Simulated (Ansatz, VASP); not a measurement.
**Two plane-wave programs on SbAs**

Contents of INCAR:

```
ALGO = Normal ; EDIFF = 1E-6
EDIFFG = -0.001 ; ENCUT = 600
GGA = CA ; IBRION = 2
ISIF = 3 ; ISMEAR = -1
LASPH = True ; LCHARG = False
LREAL = False ; LWAVE = False
NELM = 80 ; NSW = 80
PREC = Accurate ; SIGMA = 0.15
```

KPOINTS

```
k-points
0
Gamma
  12 12 12
```

File POSCAR:

```
SbAs
1.0
    2.0246799418      1.1689495094      3.3055213898
   -2.0246799418      1.1689495094      3.3055213898
    0.0000000000     -2.3378990188      3.3055213898
Sb As
1 1
Direct
    0.5000000000      0.5000000000      0.5000000000
    0.0000000000      0.0000000000      0.0000000000
```

Input for Ansatz:

```yaml
crystal:
  lattice:
    - [2.0246799418, 1.1689495094, 3.3055213898]
    - [-2.0246799418, 1.1689495094, 3.3055213898]
    - [0.0, -2.3378990188, 3.3055213898]
  atoms:
    - { symbol: Sb, position: [0.5, 0.5, 0.5] }
    - { symbol: As, position: [0.0, 0.0, 0.0] }
basis:
  ecutwfc: 420
kpoints:
  mp_grid: { grid: [12, 12, 12] }
hamiltonian:
  xc: lda
scf:
  occupations: { method: fermi_dirac, width: 0.15 }
output:
  forces: true
  stress: true
  eigenvalues: true
relax:
  adjacent_minimum: "off"
  f_tol: 0.001
  max_steps: 60
  cell: { stress_tol: 0.01 }
```

Alike in both runs: task relaxation of cell and atoms; functional LDA; k mesh 12 × 12 × 12; occupations fermi-dirac, width 0.15 eV; no spin polarisation.

|  | VASP | Ansatz |
| --- | --- | --- |
| version | VASP 6.6.1 | Ansatz 0.2.0 |
| potentials or method | VASP PAW LDA potentials, release 64 (Sb, As), cutoff 600 eV | scalar-relativistic, plane waves, PAW |
| valence electrons in the cell | 10 | 30 |

```csv
,VASP,Ansatz,Ansatz less VASP
"gap on the k mesh at the Fermi level, each at its own relaxed structure (eV)",none,none,-
relaxed volume (Å³/atom),23.56,23.48,-0.079
relaxed cell length with the largest relative difference (Å),4.054,4.050,-0.0044
```

LDA's correlation is that of Perdew and Zunger in VASP and of Perdew and Wang (1992) in Ansatz. A gap of «none» marks a metal or a gap that the smearing closes. VASP's potentials hold 10 valence electrons a cell and Ansatz's 30, so a difference there can come from the potentials and not from the codes.

Neither program's run includes spin-orbit coupling.
